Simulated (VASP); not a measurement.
Runs of VASP 6.6.1 on Sn. The structure is cubic, space group Fd-3m (No. 227). Conventional cell: a = 6.658 Å, b = 6.658 Å, c = 6.658 Å, α = 90.00°, β = 90.00°, γ = 90.00°. Within 3.8 Å of Sn (site symmetry -43m) lie 4 Sn at 2.88 Å. This isn't the form of Sn at room conditions, which is tetragonal (white tin).

```tsv
k mesh	smearing	gap on the mesh (eV)	pressure (GPa)
8 × 8 × 8	fermi-dirac 0.1 eV	none	0.0
4 × 4 × 4	fermi-dirac 0.1 eV	none	0.5
7 × 7 × 7	fermi-dirac 0.1 eV	none	0.0
8 × 8 × 8	fermi-dirac 0.01 eV	none	(a)
5 × 5 × 5	fermi-dirac 0.1 eV	none	0.1
```

Alike in all rows: task single point; level PBE; potentials or basis VASP PAW PBE potentials, release 64 (Sn_d); no spin polarisation; cell as given; cutoff (eV) 520.

Estimate the missing entries.

(a) -0.1.

Caveats: some runs use coarse meshes; spin-orbit coupling is left out, which moves the levels of the heavy elements.

A k mesh can miss the band edges, and the runs leave out spin-orbit coupling on Sn.

A gap of «none» marks levels without a gap at the run's occupations.
